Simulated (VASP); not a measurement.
# InRu2 (P-4m2) in VASP: a series of runs

Runs on InRu2. Level: PBE. Tasks: single point.

Program: VASP 6.6.1. These are calculated values, not measurements. Logs are shortened: lines on timing, memory, paths and dates and some standing lists are left out, and cuts for length are marked.

## (1) The cell of the first run

Symmetry: P-4m2, No. 115, tetragonal system. The conventional cell has a = 2.869 Å, b = 2.869 Å, c = 6.363 Å, α = 90.00°, β = 90.00°, γ = 90.00°. In (site symmetry -4m2) has 4 Ru at 2.80 Å and 4 In at 2.87 Å within 3.7 Å. Within 3.4 Å of Ru (site symmetry 2mm) lie 8 Ru at 2.55 to 2.87 Å and 2 In at 2.80 Å.

The cell was built from a structure type or drawn by symmetry, and may not be a known phase.

## (2) Single point, PBE, collinear spin, ferromagnetic start

Contents of INCAR:

```
SYSTEM = InRu2
PREC     = Accurate       ! precision mode
ENCUT    = 520            ! plane-wave cutoff, eV
EDIFF    = 1E-6           ! SCF threshold, eV
ISMEAR   = 0              ! smearing method
SIGMA    = 0.1            ! smearing width, eV
LREAL    = .False.        ! projectors in reciprocal space
LASPH    = .True.         ! aspherical terms in the spheres
NELM     = 150            ! most SCF steps
ALGO     = Normal         ! electronic algorithm
ISIF     = 2              ! what is computed and relaxed
LWAVE    = .False.        ! write WAVECAR
LCHARG   = .False.        ! write CHGCAR
ISPIN    = 2              ! spin polarisation
MAGMOM   = 0 1 1          ! initial moments
LORBIT   = 11             ! projections on sites
LMAXMIX  = 4              ! l up to which the mixer works
GGA      = PE             ! functional
NBANDS   = 32             ! bands
```

Contents of KPOINTS:

```
regular mesh
0
Gamma
  6 6 4
  0 0 0
```

Contents of POSCAR:

```
InRu2
1.0
    2.8687972111      0.0000000000      0.0000000000
    0.0000000000      2.8687972111      0.0000000000
    0.0000000000      0.0000000000      6.3632770317
In Ru
1 2
Direct
    0.0000000000      0.0000000000      0.5000000000
    0.5000000000      0.0000000000      0.8787038346
    0.0000000000      0.5000000000      0.1212961654
```

Potentials or basis: VASP PAW PBE potentials, release 64 (In_d, Ru_pv).

Command:

```bash
$ cat potpaw_PBE.64/In_d/POTCAR potpaw_PBE.64/Ru_pv/POTCAR > POTCAR
$ mpirun -np 1 vasp_std > vasp.out
```

OUTCAR:

```text
SYSTEM = InRu2
   PREC = Accurate
   ENCUT = 520
   EDIFF = 1E-6
   ISMEAR = 0
   LREAL = .False.
   LASPH = .True.
   NELM = 150
   ISIF = 2
   ISPIN = 2
   LORBIT = 11
   GGA = PE

 ion  position               nearest neighbor table
   1  0.000  0.000  0.500-   2 2.80   3 2.80   3 2.80   2 2.80
   2  0.500  0.000  0.879-   3 2.55   3 2.55   3 2.55   3 2.55   1 2.80   1 2.80
   3  0.000  0.500  0.121-   2 2.55   2 2.55   2 2.55   2 2.55   1 2.80   1 2.80

  LATTYP: Found a simple tetragonal cell.
 ALAT       =     2.8687972111
 C/A-ratio  =     2.2180992811

  Lattice vectors:

 A1 = (   2.8687972111,   0.0000000000,   0.0000000000)
 A2 = (   0.0000000000,   2.8687972111,   0.0000000000)
 A3 = (   0.0000000000,   0.0000000000,   6.3632770317)

Analysis of symmetry for initial positions (statically):
=====================================================================
 Subroutine PRICEL returns:
 Original cell was already a primitive cell.

 Routine SETGRP: Setting up the symmetry group for a
 simple tetragonal supercell.

 Subroutine GETGRP returns: Found  8 space group operations
 (whereof  8 operations were pure point group operations)
 out of a pool of 16 trial point group operations.

The static configuration has the point symmetry D_2d.

Analysis of symmetry for dynamics (positions and initial velocities):
=====================================================================
 Subroutine PRICEL returns:
 Original cell was already a primitive cell.

 Routine SETGRP: Setting up the symmetry group for a
 simple tetragonal supercell.

 Subroutine GETGRP returns: Found  8 space group operations
 (whereof  8 operations were pure point group operations)
 out of a pool of 16 trial point group operations.

The dynamic configuration has the point symmetry D_2d.

Analysis of structural, dynamic, and magnetic symmetry:
=====================================================================
 Subroutine PRICEL returns:
 Original cell was already a primitive cell.

 Routine SETGRP: Setting up the symmetry group for a
 simple tetragonal supercell.

 Subroutine GETGRP returns: Found  8 space group operations
 (whereof  8 operations were pure point group operations)
 out of a pool of 16 trial point group operations.

The overall configuration has the point symmetry D_2d.

 Subroutine INISYM returns: Found  8 space group operations
[... 120 lines left out ...]
  volume/ion in A,a.u.               =      17.46       117.80
  Fermi-wavevector in a.u.,A,eV,Ry     =   1.508838  2.851290 30.974915  2.276592
  Thomas-Fermi vector in A             =   2.619239
   LORBIT       =     11    0 simple, 1 ext, 2 COOP (PROOUT), +10 PAW based schemes
   GGA     = PE    functional components
   LHFCALC =     F    Hartree Fock is set to
   AEXX    =    0.0000 exact exchange contribution
   IVDW    =     0    specifies the selected vdW correction
   LEPSILON=     F    determine dielectric tensor
   LRPA    =     F    only Hartree local field effects (RPA)
 spin polarized calculation
 Gauss-broadening in eV      SIGMA  =   0.10
  energy-cutoff  :      520.00
  volume of cell :       52.37
 maximum number of plane-waves:      1432
 NGX is ok and might be reduce to    24
   NGX = 11   NGY = 11   NGZ = 23

 number of electron      41.0000020 magnetization       0.0035671

 Free energy of the ion-electron system (eV)
  ---------------------------------------------------
  ext. energy  EPLUGINS =         0.00000000
  ---------------------------------------------------
  free energy    TOTEN  =       -20.27343906 eV

  energy without entropy =      -20.25188555  energy(sigma->0) =      -20.26266230

 E-fermi :  10.0346     XC(G=0): -12.3872

 val. band max:        9.9955410737   @ k =   0.3333   0.0000   0.2500
 cond. band min:      10.0415945709   @ k =   0.5000   0.3333   0.5000
 fundamental gap:      0.0460534972
 Fermi energy:        10.0345861658

 spin component 1

 k-point     1 :       0.0000    0.0000    0.0000
  band No.  band energies     occupation
      1     -32.8769      1.00000
      2     -32.7104      1.00000
      3     -32.7104      1.00000
      4     -32.3514      1.00000
      5     -32.2854      1.00000
      6     -32.2854      1.00000
[... 829 lines left out ...]
     31      21.8263      0.00000
     32      24.0233      0.00000

 [... further k-points ...]

 spin component 2

 k-point     1 :       0.0000    0.0000    0.0000
  band No.  band energies     occupation
      1     -32.8756      1.00000
      2     -32.7095      1.00000
      3     -32.7095      1.00000
      4     -32.3502      1.00000
      5     -32.2845      1.00000
      6     -32.2845      1.00000
[... 829 lines left out ...]
     31      21.8269      0.00000
     32      24.0236      0.00000

 [... further k-points ...]

------------------------ aborting loop because EDIFF is reached ----------------------------------------

  FORCE on cell =-STRESS in cart. coord.  units (eV):
  Direction    XX          YY          ZZ          XY          YZ          ZX
  --------------------------------------------------------------------------------------
  -------------------------------------------------------------------------------------
  Total       -0.0304243     -0.0304243      0.0531849      0.0000000     -0.0000000      0.0000000
  in kB       -0.9307869     -0.9307869      1.6271170      0.0000000     -0.0000000      0.0000000
  external PRESSURE =      -0.0781523 kB  Pullay stress =       0.0000000 kB

 VOLUME and BASIS-vectors are now :
 -----------------------------------------------------------------------------
  energy-cutoff  :      520.00
  volume of cell :       52.37
      direct lattice vectors                 reciprocal lattice vectors
     2.868797211  0.000000000  0.000000000     0.348578141  0.000000000  0.000000000
     0.000000000  2.868797211  0.000000000     0.000000000  0.348578141  0.000000000
     0.000000000  0.000000000  6.363277032     0.000000000  0.000000000  0.157151731

 POSITION                                       TOTAL-FORCE (eV/Angst)
 -----------------------------------------------------------------------------------
      0.00000      0.00000      3.18164        -0.000000     -0.000000      0.000000
      1.43440      0.00000      5.59144         0.000000      0.000000     -0.010351
      0.00000      1.43440      0.77184        -0.000000      0.000000      0.010351
 -----------------------------------------------------------------------------------
    total drift:                                0.000000     -0.000000     -0.000000

  FREE ENERGIE OF THE ION-ELECTRON SYSTEM (eV)
  ---------------------------------------------------
  free  energy   TOTEN  =       -20.2734390628 eV

  energy  without entropy=      -20.2518855459  energy(sigma->0) =      -20.26266230

 total charge

# of ion       s       p       d       tot
------------------------------------------
    1        0.908   0.773   9.886  11.567
    2        0.374   6.244   5.977  12.596
    3        0.374   6.244   5.977  12.596
--------------------------------------------------
tot          1.657  13.262  21.839  36.758

 magnetization (x)

# of ion       s       p       d       tot
------------------------------------------
    1       -0.000   0.000   0.000   0.000
    2        0.000   0.000   0.001   0.001
    3        0.000   0.000   0.001   0.001
--------------------------------------------------
tot          0.000   0.000   0.002   0.002
```

OSZICAR:

```text
N       E                     dE             d eps       ncg     rms          rms(c)
DAV:   1     0.449278158890E+03    0.44928E+03   -0.22527E+04  4008   0.168E+03
DAV:   2     0.392531581961E+01   -0.44535E+03   -0.42748E+03  3936   0.471E+02
DAV:   3    -0.206540095990E+02   -0.24579E+02   -0.24123E+02  4456   0.115E+02
DAV:   4    -0.212413449340E+02   -0.58734E+00   -0.58492E+00  4648   0.170E+01
DAV:   5    -0.212668090410E+02   -0.25464E-01   -0.25446E-01  5280   0.369E+00    0.154E+01
DAV:   6    -0.203697678575E+02    0.89704E+00   -0.37232E+00  4648   0.132E+01    0.451E+00
DAV:   7    -0.203018970017E+02    0.67871E-01   -0.86682E-01  4984   0.599E+00    0.295E+00
DAV:   8    -0.202751970810E+02    0.26700E-01   -0.13014E-01  4520   0.219E+00    0.749E-01
DAV:   9    -0.202734384800E+02    0.17586E-02   -0.54475E-03  4848   0.497E-01    0.383E-01
DAV:  10    -0.202732910439E+02    0.14744E-03   -0.21014E-03  4504   0.335E-01    0.131E-01
DAV:  11    -0.202733882353E+02   -0.97191E-04   -0.26780E-04  4640   0.100E-01    0.675E-02
DAV:  12    -0.202734222422E+02   -0.34007E-04   -0.37558E-05  5104   0.482E-02    0.282E-02
DAV:  13    -0.202734355343E+02   -0.13292E-04   -0.99033E-06  4848   0.188E-02    0.164E-02
DAV:  14    -0.202734389391E+02   -0.34048E-05   -0.31153E-06  3416   0.876E-03    0.734E-03
DAV:  15    -0.202734390628E+02   -0.12376E-06   -0.95040E-07  2768   0.575E-03
   1 F= -.20273439E+02 E0= -.20262662E+02  d E =-.215535E-01  mag=     0.0013
```

stdout:

```text
POSCAR found type information on POSCAR InRu
 POSCAR found :  2 types and       3 ions
 scaLAPACK will be used
 LDA part: xc-table for (Slater+PW92), standard interpolation
 POSCAR, INCAR and KPOINTS ok, starting setup
 FFT: planning ... GRIDC
 FFT: planning ... GRID_SOFT
 FFT: planning ... GRID
 WAVECAR not read
 entering main loop
```

It took 36 s on 1 thread of Intel Xeon 6975P-C (Granite Rapids), shared host; peak memory 0.23 GiB.

What came out:

```
Free energy                                           : -20.2734 eV
Pressure                                              : 0.0 GPa
Largest force                                         : 0.010 eV/Å
Net moment                                            : 0.00 μB per cell
Valence electrons inside the program's atomic spheres : In 11.57; Ru 12.60
```

Forces on the atoms (eV/Å):
```
In   0.000  0.000  0.000
Ru   0.000  0.000 -0.010
Ru   0.000  0.000  0.010
```

Stress tensor (GPa, compression positive):
```
-0.09  0.00  0.00
 0.00 -0.09  0.00
 0.00  0.00  0.16
```

Caveat: the k points lie up to 0.37 Å⁻¹ apart; spin-orbit coupling is left out, which moves the levels of the heavy elements.

## (3) Single point, PBE

This run uses another cell than the first one, of 17.37 Å³/atom.

Contents of INCAR:

```
SYSTEM = InRu2
PREC = Accurate
ENCUT = 520
EDIFF = 1E-6
ISMEAR = 0
SIGMA = 0.1
LREAL = .FALSE.
LASPH = .TRUE.
NELM = 60
ALGO = Fast
ISIF = 2
LWAVE = .FALSE.
LCHARG = .FALSE.
GGA = PE
NBANDS = 28
```

Contents of KPOINTS:

```
regular mesh
0
G
  16 16 8
  0 0 0
```

Contents of POSCAR:

```
InRu2
1.0
    2.8555338074      0.0000000000      0.0000000000
    0.0000000000      2.8555338074      0.0000000000
    0.0000000000      0.0000000000      6.3895598732
In Ru
1 2
Direct
    0.0000000000      0.0000000000      0.5000000000
    0.5000000000      0.0000000000      0.8774810781
    0.0000000000      0.5000000000      0.1225189219
```

Potentials or basis: VASP PAW PBE potentials, release 64 (In_d, Ru_pv).

Command:

```bash
$ cat potpaw_PBE.64/In_d/POTCAR potpaw_PBE.64/Ru_pv/POTCAR > POTCAR
$ mpirun -np 1 vasp_std > vasp.out
```

It took 2 min on 1 thread of Intel Xeon 6975P-C (Granite Rapids), shared host; peak memory 0.39 GiB.

Results (log left out):

```yaml
Free_energy: -20.3081 eV
Pressure: 0.1 GPa
Largest_force: 0.008 eV/Å
Band_gap_on_the_k_mesh: zero (an odd number of electrons rules out a gap without spin polarisation)
```

Forces in eV/Å, atoms in the order of the input:
```
In   0.000  0.000  0.000
Ru   0.000  0.000 -0.008
Ru   0.000  0.000  0.008
```

Stress tensor (GPa, compression positive):
```
0.04 0.00 0.00
0.00 0.04 0.00
0.00 0.00 0.21
```

Levels at points of the mesh, in eV from the Fermi level:
```csv
k point,band 17,band 18,band 19,band 20,band 21,band 22,band 23,band 24,band 25,band 26
"(0.00, 0.00, 0.00)",-1.92,-1.90,-1.90,-0.74,0.81,0.81,0.98,1.43,8.62,9.66
"(0.50, 0.00, 0.00)",-2.42,-1.86,-1.56,0.55,0.64,1.15,1.28,1.45,2.41,5.44
"(0.50, 0.50, 0.00)",-0.57,-0.32,-0.32,1.07,1.53,1.53,1.97,1.97,3.52,7.93
"(0.00, 0.00, 0.50)",-1.83,-1.83,-1.64,-0.74,0.66,0.66,1.44,2.66,4.95,10.61
"(0.50, 0.00, 0.50)",-2.45,-2.42,-1.48,-0.95,-0.73,1.23,1.27,2.91,3.24,6.11
"(0.50, 0.50, 0.50)",-0.98,-0.98,-0.66,1.53,1.53,2.42,2.42,2.94,4.25,4.28
```

Caveat: spin-orbit coupling is left out, which moves the levels of the heavy elements.
